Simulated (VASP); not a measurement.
AgI: single point with r2SCAN

AgI:

```
Ag I
1.0
     4.90415    0.00000    0.00000
    -2.45207    4.24712    0.00000
     0.00000    0.00000    7.96795
Ag I
2 2
Direct
  0.33333 0.66667 0.00133
  0.66667 0.33333 0.50133
  0.33333 0.66667 0.37857
  0.66667 0.33333 0.87857
```

```
Program             : VASP 6.6.1
Task                : single point
Functional          : r2SCAN
Potentials or basis : VASP PAW PBE potentials, release 64 (Ag, I)
Cutoff              : 550 eV
k mesh              : 6 × 6 × 4
Occupations         : gaussian, width 0.02 eV
Spin                : no spin polarisation
```

```yaml
Pressure: -3.1 GPa
Band_gap_on_the_k_mesh: 1.84 eV
```

Levels at points of the mesh, in eV from the valence-band top:
```csv
k point,band 16,band 17,band 18,band 19,band 20,band 21
"(0.00, 0.00, 0.00)",-0.04,0.00,0.00,1.84,3.14,6.51
"(0.50, 0.00, 0.00)",-1.27,-0.70,-0.51,3.69,4.08,5.39
"(0.00, 0.00, 0.50)",-0.25,-0.25,-0.25,3.00,3.00,6.07
"(0.50, 0.00, 0.50)",-0.88,-0.86,-0.86,3.77,3.77,5.43
```

Wall time 4.9 min on 1 thread of Intel(R) Xeon(R) Platinum 8259CL CPU @ 2.50GHz (Skylake/Cascade Lake) (shared host), peak memory 0.4 GiB.

Caveat: the cell stands under tension; the PAW data sets were made with another functional, which shifts forces and pressure a little; spin-orbit coupling is left out, which moves the levels of the heavy elements.
